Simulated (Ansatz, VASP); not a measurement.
## NaI: VASP beside Ansatz

```
Na I
1.0
     0.00809    3.23640    3.23640
     3.24449    0.00000    3.24449
     3.23640    3.23640    0.00809
Na I
1 1
Direct
  0.00000 0.00000 0.00000
  0.50000 0.50000 0.50000
```

Change from the starting cell: strain +0.0050 x Voigt [0, 0, 0, 0, 1, 0], atoms carried along.

Alike in both runs: task single point; functional PBE; k mesh 6 × 6 × 6; occupations gaussian, width 0.05 eV; no spin polarisation.

|  | VASP | Ansatz |
| --- | --- | --- |
| version | VASP 6.6.1 | Ansatz 0.2.0 |
| potentials or method | VASP PAW PBE potentials, release 64 (Na_pv, I), cutoff 520 eV | scalar-relativistic, plane waves, PAW |
| valence electrons in the cell | 14 | 26 |

```tsv
	VASP	Ansatz	Ansatz less VASP
gap on the k mesh at the Fermi level (eV)	3.63	3.63	+0.004
least direct gap on the mesh (eV)	3.63	3.63	+0.004
pressure (GPa)	0.4	0.4	-0.01
```

With one functional, cell and mesh, what is left measures potentials, basis and numerics. VASP's potentials hold 14 valence electrons a cell and Ansatz's 26, so a difference there can come from the potentials and not from the codes.

Spin-orbit coupling is off throughout.
